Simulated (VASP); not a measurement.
# Be (P6_3/mmc) in VASP: further runs

Be is run at these levels: LDA; tasks: single point, relaxation of volume and atoms at fixed shape.

All numbers are computed with VASP 6.6.1; they aren't measurements. Logs are shortened: lines on timing, memory, paths and dates and some standing lists are left out, and cuts for length are marked.

**1. The cell of the first run**

Symmetry: P6_3/mmc, No. 194, hexagonal system. The conventional cell has a = 2.234 Å, b = 2.234 Å, c = 3.504 Å, α = 90.00°, β = 90.00°, γ = 120.00°. Within 2.9 Å of Be (site symmetry -6m2) lie 12 Be at 2.18 to 2.23 Å.

**2. Single point, LDA**

INCAR

```
SYSTEM = Be
  ALGO = Normal
  EDIFF = 1E-6
  ENCUT = 520
  GGA = CA
  ISIF = 2
  ISMEAR = -1
  LASPH = .True.
  LCHARG = .False.
  LREAL = .False.
  LWAVE = .False.
  NBANDS = 9
  NELM = 80
  PREC = Accurate
  SIGMA = 0.05
```

KPOINTS

```
k-points
0
Gamma
  13 13 7
  0 0 0
```

POSCAR

```
Be
1.0
    2.2341395032      0.0000000000      0.0000000000
   -1.1170697516      1.9348215654      0.0000000000
    0.0000000000      0.0000000000      3.5039611931
Be
2
Direct
    0.3333333333      0.6666666667      0.2500000000
    0.6666666667      0.3333333333      0.7500000000
```

Potentials or basis: VASP PAW LDA potentials, release 64 (Be).

Run with:

```sh
$ cat potpaw_LDA.64/Be/POTCAR > POTCAR
$ mpirun -np 1 vasp_std > vasp.out
```

OUTCAR:

```text
SYSTEM = Be
   EDIFF = 1E-6
   ENCUT = 520
   GGA = CA
   ISIF = 2
   ISMEAR = -1
   LASPH = .True.
   LREAL = .False.
   NELM = 80
   PREC = Accurate

 ion  position               nearest neighbor table
   1  0.333  0.667  0.250-   2 2.18   2 2.18   2 2.18   2 2.18   2 2.18   2 2.18
   2  0.667  0.333  0.750-   1 2.18   1 2.18   1 2.18   1 2.18   1 2.18   1 2.18

  LATTYP: Found a hexagonal cell.
 ALAT       =     2.2341395032
 C/A-ratio  =     1.5683717100

  Lattice vectors:

 A1 = (   2.2341395032,   0.0000000000,   0.0000000000)
 A2 = (  -1.1170697516,   1.9348215654,   0.0000000000)
 A3 = (   0.0000000000,   0.0000000000,   3.5039611931)

Analysis of symmetry for initial positions (statically):
=====================================================================
 Subroutine PRICEL returns:
 Original cell was already a primitive cell.

 Routine SETGRP: Setting up the symmetry group for a
 hexagonal supercell.

 Subroutine GETGRP returns: Found 24 space group operations
 (whereof 12 operations were pure point group operations)
 out of a pool of 24 trial point group operations.

The static configuration has the point symmetry D_3d.
 The point group associated with its full space group is D_6h.

Analysis of symmetry for dynamics (positions and initial velocities):
=====================================================================
 Subroutine PRICEL returns:
 Original cell was already a primitive cell.

 Routine SETGRP: Setting up the symmetry group for a
 hexagonal supercell.

 Subroutine GETGRP returns: Found 24 space group operations
 (whereof 12 operations were pure point group operations)
 out of a pool of 24 trial point group operations.

The dynamic configuration has the point symmetry D_3d.
 The point group associated with its full space group is D_6h.

 Subroutine INISYM returns: Found 24 space group operations
 (whereof 12 operations are pure point group operations),
 and found     1 'primitive' translations

----------------------------------------------------------------------------------------

                                     Primitive cell

  volume of cell :      15.1464

  direct lattice vectors                    reciprocal lattice vectors
     2.234139503  0.000000000  0.000000000     0.447599623  0.258421763  0.000000000
    -1.117069752  1.934821565  0.000000000     0.000000000  0.516843526  0.000000000
     0.000000000  0.000000000  3.503961193     0.000000000  0.000000000  0.285391289

  length of vectors
     2.234139503  2.234139503  3.503961193     0.516843526  0.516843526  0.285391289

  position of ions in fractional coordinates (direct lattice)
     0.333333333  0.666666667  0.250000000
     0.666666667  0.333333333  0.750000000

  ion indices of the primitive-cell ions
   primitive index   ion index
                 1           1
                 2           2

----------------------------------------------------------------------------------------

 KPOINTS: k-points

Automatic generation of k-mesh.
 Grid dimensions read from file:
 generate k-points for:   13   13    7

 Generating k-lattice:

  Cartesian coordinates                     Fractional coordinates (reciprocal lattice)
     0.034430740  0.019878597  0.000000000     0.076923077 -0.000000000  0.000000000
     0.000000000  0.039757194  0.000000000     0.000000000  0.076923077  0.000000000
     0.000000000  0.000000000  0.040770184     0.000000000  0.000000000  0.142857143

  Length of vectors
     0.039757194  0.039757194  0.040770184

  Shift w.r.t. Gamma in fractional coordinates (k-lattice)
     0.000000000  0.000000000  0.000000000

 Subroutine IBZKPT returns following result:
 ===========================================

 Found     84 irreducible k-points:

 Following reciprocal coordinates:
            Coordinates               Weight
  0.000000  0.000000  0.000000      1.000000
  0.076923  0.000000  0.000000      6.000000
  0.153846  0.000000  0.000000      6.000000
  0.230769 -0.000000  0.000000      6.000000
  0.307692  0.000000  0.000000      6.000000
  0.384615  0.000000  0.000000      6.000000
[... 16 lines left out ...]
  0.076923  0.000000  0.142857     12.000000
  0.153846  0.000000  0.142857     12.000000
 [... further k-points ...]
   k-points           NKPTS =     84   k-points in BZ     NKDIM =     84   number of bands    NBANDS=      9
   number of dos      NEDOS =    301   number of ions     NIONS =      2
   total plane-waves  NPLWV =   9072
   dimension x,y,z NGX =    18 NGY =   18 NGZ =   28
   dimension x,y,z NGXF=    36 NGYF=   36 NGZF=   56
   ions per type =               2
   NGX,Y,Z   is equivalent  to a cutoff of  13.39, 13.39, 13.28 a.u.
   NGXF,Y,Z  is equivalent  to a cutoff of  26.79, 26.79, 26.57 a.u.
 SYSTEM =  Be
   PREC   = accura    normal or accurate (medium, high low for compatibility)
   ISTART =      0    job   : 0-new  1-cont  2-samecut
   ICHARG =      2    charge: 1-file 2-atom 10-const
   ISPIN  =      1    spin polarized calculation?
   LNONCOLLINEAR =      F non collinear calculations
   LSORBIT =      F    spin-orbit coupling
   LASPH  =      T    aspherical Exc in radial PAW
   ENCUT  =  520.0 eV  38.22 Ry    6.18 a.u.   4.15  4.15  6.52*2*pi/ulx,y,z
   NELM   =     80;   NELMIN=  2; NELMDL= -5     # of ELM steps
   EDIFF  = 0.1E-05   stopping-criterion for ELM
   LREAL  =      F    real-space projection
   EDIFFG = 0.1E-04   stopping-criterion for IOM
   NSW    =      0    number of steps for IOM
   IBRION =     -1    ionic relax: 0-MD 1-quasi-New 2-CG
   NFREE  =      0    steps in history (QN), initial steepest desc. (CG)
   ISIF   =      2    stress and relaxation
   ISYM   =      2    0-nonsym 1-usesym 2-fastsym
   POTIM  = 0.5000    time-step for ionic-motion
   TEBEG  =    0.0;   TEEND  =   0.0 temperature during run
   PSTRESS=    0.0 pullay stress
   NELECT =       4.0000    total number of electrons
   NUPDOWN=      -1.0000    fix difference up-down
   EMIN   =  10.00;   EMAX   =-10.00  energy-range for DOS
   EFERMI =   0.00;   METHOD = LEGACY
   ISMEAR =    -1;   SIGMA  =   0.05  broadening in eV -4-tet -1-fermi 0-gaus
   EFERMI_NEDOS =   21; number of points for ismear=-14 and -15
   IALGO  =     38    algorithm
   IMIX   =      4    mixing-type and parameters
     AMIX     =   0.40;   BMIX     =  1.00
     AMIX_MAG =   1.60;   BMIX_MAG =  1.00
  volume/ion in A,a.u.               =       7.57        51.11
  Fermi-wavevector in a.u.,A,eV,Ry     =   1.050327  1.984831 15.009777  1.103187
  Thomas-Fermi vector in A             =   2.185326
   LORBIT       =      0    0 simple, 1 ext, 2 COOP (PROOUT), +10 PAW based schemes
   GGA     = CA    functional components
   LHFCALC =     F    Hartree Fock is set to
   AEXX    =    0.0000 exact exchange contribution
   IVDW    =     0    specifies the selected vdW correction
   LEPSILON=     F    determine dielectric tensor
   LRPA    =     F    only Hartree local field effects (RPA)
 non-spin polarized calculation
  energy-cutoff  :      520.00
  volume of cell :       15.15
 maximum number of plane-waves:       420
 NGX is ok and might be reduce to    18
   NGX =  9   NGY =  9   NGZ = 13

 number of electron       4.0000000 magnetization

 Free energy of the ion-electron system (eV)
  ---------------------------------------------------
  ext. energy  EPLUGINS =         0.00000000
  ---------------------------------------------------
  free energy    TOTEN  =        -8.41627553 eV

  energy without entropy =       -8.41519215  energy(sigma->0) =       -8.41573384

 E-fermi :   6.9471     XC(G=0): -10.7635

 val. band max:        6.8524507630   @ k =   0.2308   0.1538   0.0000
 cond. band min:       7.0256354829   @ k =   0.3077   0.1538   0.0000
 fundamental gap:      0.1731847199
 Fermi energy:         6.9471105408

 k-point     1 :       0.0000    0.0000    0.0000
  band No.  band energies     occupation
      1      -4.3099      2.00000
      2       2.5659      2.00000
      3       8.5719      0.00000
      4      23.3168      0.00000
      5      23.3168      0.00000
      6      26.2606      0.00000
      7      26.2606      0.00000
      8      28.4961      0.00000
      9      35.0204      0.00000

 k-point     2 :       0.0769    0.0000    0.0000
  band No.  band energies     occupation
      1      -4.1406      2.00000
      2       2.7943      2.00000
      3       8.6052      0.00000
      4      22.0053      0.00000
      5      22.3511      0.00000
      6      26.2874      0.00000
      7      26.7083      0.00000
      8      28.1475      0.00000
      9      32.6424      0.00000

 k-point     3 :       0.1538    0.0000    0.0000
  band No.  band energies     occupation
      1      -3.6321      2.00000
      2       3.4780      2.00000
      3       8.6778      0.00000
      4      19.1617      0.00000
      5      20.6976      0.00000
      6      26.1153      0.00000
      7      26.7792      0.00000
      8      26.8267      0.00000
      9      29.5716      0.00000

 k-point     4 :       0.2308   -0.0000    0.0000
  band No.  band energies     occupation
      1      -2.7836      2.00000
      2       4.6117      2.00000
      3       8.6432      0.00000
      4      16.2067      0.00000
      5      19.1607      0.00000
      6      24.1853      0.00000
      7      24.7068      0.00000
      8      26.1673      0.00000
      9      27.7315      0.00000
[... 205 lines left out ...]
 k-point    22 :       0.0000    0.0000    0.1429
  band No.  band energies     occupation
      1      -4.1323      2.00000
      2       1.6675      2.00000
      3       9.8956      0.00000
      4      23.4812      0.00000
      5      23.4812      0.00000
      6      26.1945      0.00000
      7      26.1945      0.00000
      8      27.2188      0.00000
      9      35.6542      0.00000

 k-point    23 :       0.0769    0.0000    0.1429
  band No.  band energies     occupation
      1      -3.9628      2.00000
      2       1.8729      2.00000
      3       9.9494      0.00000
      4      22.1798      0.00000
      5      22.5366      0.00000
      6      26.0211      0.00000
      7      26.4974      0.00000
      8      27.1490      0.00000
      9      32.5645      0.00000

 k-point    24 :       0.1538    0.0000    0.1429
  band No.  band energies     occupation
      1      -3.4537      2.00000
      2       2.4819      2.00000
      3      10.0846      0.00000
      4      19.3303      0.00000
      5      20.9034      0.00000
      6      25.3761      0.00000
      7      26.2061      0.00000
      8      26.3015      0.00000
      9      29.8566      0.00000

 [... further k-points ...]

------------------------ aborting loop because EDIFF is reached ----------------------------------------

  FORCE on cell =-STRESS in cart. coord.  units (eV):
  Direction    XX          YY          ZZ          XY          YZ          ZX
  --------------------------------------------------------------------------------------
  -------------------------------------------------------------------------------------
  Total        0.0318339      0.0318339     -0.0220273      0.0000000      0.0000000      0.0000000
  in kB        3.3673609      3.3673609     -2.3300247      0.0000000      0.0000000      0.0000000
  external PRESSURE =       1.4682324 kB  Pullay stress =       0.0000000 kB

 VOLUME and BASIS-vectors are now :
 -----------------------------------------------------------------------------
  energy-cutoff  :      520.00
  volume of cell :       15.15
      direct lattice vectors                 reciprocal lattice vectors
     2.234139503  0.000000000  0.000000000     0.447599623  0.258421763  0.000000000
    -1.117069752  1.934821565  0.000000000     0.000000000  0.516843526  0.000000000
     0.000000000  0.000000000  3.503961193     0.000000000  0.000000000  0.285391289

 POSITION                                       TOTAL-FORCE (eV/Angst)
 -----------------------------------------------------------------------------------
     -0.00000      1.28988      0.87599        -0.000000      0.000000      0.000000
      1.11707      0.64494      2.62797         0.000000     -0.000000      0.000000
 -----------------------------------------------------------------------------------
    total drift:                                0.000000     -0.000000      0.000000

  FREE ENERGIE OF THE ION-ELECTRON SYSTEM (eV)
  ---------------------------------------------------
  free  energy   TOTEN  =        -8.4162755274 eV

  energy  without entropy=       -8.4151921486  energy(sigma->0) =       -8.41573384
```

Run time: 3.5 s. Hardware: 1 thread of Intel Xeon 6975P-C (Granite Rapids), shared host; peak memory 0.12 GiB.

Results:

* Free energy: -8.4163 eV
* Pressure: 0.1 GPa
* Band gap on the k mesh: zero (band 2 reaches 8.21 eV, above the bottom of band 3 at 6.55 eV)

**3. Relaxation of volume and atoms at fixed shape, LDA**

This run uses another cell than the first one, of 8.11 Å³/atom, 1.070 times its volume.

INCAR

```
SYSTEM = Be
  ALGO = Normal
  EDIFF = 1E-6
  EDIFFG = -0.01
  ENCUT = 600
  GGA = CA
  IBRION = 2
  ISIF = 8
  ISMEAR = -1
  LASPH = .True.
  LCHARG = .False.
  LREAL = .False.
  LWAVE = .False.
  NELM = 100
  NSW = 80
  PREC = Accurate
  SIGMA = 0.05
```

KPOINTS is that of step 2.

POSCAR

```
Be
1.0
    2.2853000000      0.0000000000      0.0000000000
   -1.1426500000      1.9791280000      0.0000000000
    0.0000000000      0.0000000000      3.5842000000
Be
2
Direct
    0.3333333333      0.6666666667      0.2500000000
    0.6666666667      0.3333333333      0.7500000000
```

Potentials or basis: VASP PAW LDA potentials, release 64 (Be).

Run with:

```sh
$ cat potpaw_LDA.64/Be/POTCAR > POTCAR
$ mpirun -np 1 vasp_std > vasp.out
```

Run time: 5 s. Hardware: 1 thread of Intel Xeon 6975P-C (Granite Rapids), shared host; peak memory 0.12 GiB.

The run converged. Its results:

* Free energy: -8.4164 eV
* Relaxed volume: 7.58 Å³/atom
* Relaxed cell: a = 2.235 Å, b = 2.235 Å, c = 3.506 Å, α = 90.00°, β = 90.00°, γ = 120.00°
* Space group after relaxing (to 0.05 Å): P6_3/mmc (No. 194)
* Energy gained by relaxing: 13.4 meV/atom
* Ionic steps: 3
* Pressure after relaxing: 0.0 GPa
* Band gap on the k mesh: zero (band 2 reaches 8.20 eV, above the bottom of band 3 at 6.54 eV)

Stress tensor (GPa, compression positive):
```
 0.16  0.00  0.00
 0.00  0.16  0.00
 0.00  0.00 -0.43
```

The path:
| step | energy change (eV) | largest force (eV/Å) | pressure (GPa) | volume (Å³) |
| --- | --- | --- | --- | --- |
| 1 | 0.0000 | 0.0000 | -7.84 | 16.21 |
| 2 | -0.0264 | 0.0000 | -1.14 | 15.30 |
| 3 | -0.0269 | 0.0000 | -0.03 | 15.17 |

Final structure:
```cif
data_structure
_symmetry_space_group_name_H-M 'P 1'
_symmetry_Int_Tables_number 1
_cell_length_a 2.2352
_cell_length_b 2.2352
_cell_length_c 3.5056
_cell_angle_alpha 90.000
_cell_angle_beta 90.000
_cell_angle_gamma 120.000
_cell_volume 15.17
loop_
_atom_site_label
_atom_site_type_symbol
_atom_site_fract_x
_atom_site_fract_y
_atom_site_fract_z
_atom_site_occupancy
Be1 Be 0.33333 0.66667 0.25000 1
Be2 Be 0.66667 0.33333 0.75000 1
```

Levels at points of the mesh, in eV from the Fermi level:
```tsv
k point	band 1	band 2	band 3	band 4	band 5	band 6
(0.00, 0.00, 0.00)	-11.25	-4.38	1.62	16.35	16.35	19.29
```
